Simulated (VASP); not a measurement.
Si8ClO15 (a cell with a defect), 24 atoms in the cell. The cell holds a defect, 24 atoms: a = 8.562 Å, b = 8.562 Å, c = 7.046 Å, α = 65.70°, β = 65.70°, γ = 48.59°. 

- Program: VASP 6.6.1
- Task: single point
- Functional: PBE
- Potentials or basis: VASP PAW PBE potentials, release 64 (Si, Cl, O)
- Cutoff: 520 eV
- k mesh: 3 × 3 × 3
- Occupations: fermi-dirac, width 0.01 eV
- Spin: no spin polarisation
- Dipole correction: no
- Charge: 1
- Further INCAR settings: LREAL = Auto; ALGO = Normal; EDIFF = 1e-06; NBANDS = 82; NELECT = 128.0

Potentials or basis: VASP PAW PBE potentials, release 64 (Si, Cl, O).

Launch:

```sh
$ cat potpaw_PBE.64/Si/POTCAR potpaw_PBE.64/Cl/POTCAR potpaw_PBE.64/O/POTCAR > POTCAR
$ mpirun -np 1 vasp_std > vasp.out
```

Hardware: 1 thread of Intel Xeon 8259CL (shared host).

Question: How long does it take, and how much memory?

Answer: It took 22 min on 1 thread of Intel Xeon 8259CL, with other jobs on the host, peak memory 0.62 GiB. Counts: scf iterations 15, k points 14.
